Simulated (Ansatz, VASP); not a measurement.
## H: VASP beside Ansatz

```
CELL_PARAMETERS angstrom
0.00000 1.14184 1.14184
1.14184 0.00000 1.14184
1.14184 1.14184 0.00000
ATOMIC_POSITIONS crystal
H 0.00000 0.00000 0.00000
```

Alike in both runs: functional PBE; k mesh 20 × 20 × 20; occupations fermi-dirac, width 0.05 eV; no spin polarisation.

Ansatz relaxed the structure, and its values are those at the end. VASP's run is a single point on that final structure, the one shown.

|  | VASP | Ansatz |
| --- | --- | --- |
| version | VASP 6.6.1 | Ansatz 0.2.0 |
| potentials or method | VASP PAW PBE potentials, release 64 (H) | PAW with Ansatz's default frozen-core files, scalar-relativistic |
| plane-wave cutoff (eV) | 520 | 420 |
| valence electrons in the cell | 1 | 1 |

```tsv
	VASP	Ansatz	Ansatz less VASP
pressure (GPa)	-0.7	0.0	+0.73
```

With one functional, cell and mesh, what is left measures potentials, basis and numerics.
